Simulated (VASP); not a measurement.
Write the native input for VASP 6.6.1 that does the following.

```yaml
Task: single point
Functional: LDA
Potentials_or_basis: VASP PAW LDA potentials, release 64 (W_sv, S)
Cutoff: 520 eV
k_mesh: 10 × 10 × 10
Occupations: fermi-dirac, width 0.05 eV
Spin: no spin polarisation
Dipole_correction: no
Further_INCAR_settings: ALGO = Normal; EDIFF = 1e-06; NBANDS = 20
```

The structure of WS2 lies in POSCAR:

```
WS2
1.0
    1.5790000000      0.9116360751      6.1633333333
   -1.5790000000      0.9116360751      6.1633333333
    0.0000000000     -1.8232721501      6.1633333333
W S
1 2
Direct
    0.0000000000      0.0000000000      0.0000000000
    0.5810000000      0.5810000000      0.5810000000
    0.7503000000      0.7503000000      0.7503000000
```

One way to write it, as run:

INCAR

```
ALGO     = Normal         # electronic algorithm
EDIFF    = 1E-6           # SCF threshold, eV
ENCUT    = 520            # plane-wave cutoff, eV
ISIF     = 2              # what is computed and relaxed
ISMEAR   = -1             # smearing method
LASPH    = T              # aspherical terms in the spheres
LCHARG   = F              # write CHGCAR
LREAL    = F              # projectors in reciprocal space
LWAVE    = F              # write WAVECAR
NBANDS   = 20             # bands
NELM     = 60             # most SCF steps
PREC     = Accurate       # precision mode
SIGMA    = 0.05           # smearing width, eV
```

KPOINTS

```
k-points
0
Gamma
  10 10 10
```

Potentials or basis: VASP PAW LDA potentials, release 64 (W_sv, S).

The run is started by

```console
$ cat potpaw_LDA.64/W_sv/POTCAR potpaw_LDA.64/S/POTCAR > POTCAR
$ mpirun -np 1 vasp_std > vasp.out
```

It gave:

```json
{
  "Pressure": "-3.3 GPa",
  "Largest force": "0.587 eV/Å",
  "Band gap on the k mesh": "0.99 eV (least direct gap 2.23 eV)"
}
```

Caveat: the cell stands under tension; spin-orbit coupling is left out, which moves the levels of the heavy elements.

It took 8.3 min on 1 thread of Intel Xeon 8259CL, with other jobs on the host, peak memory 0.33 GiB.
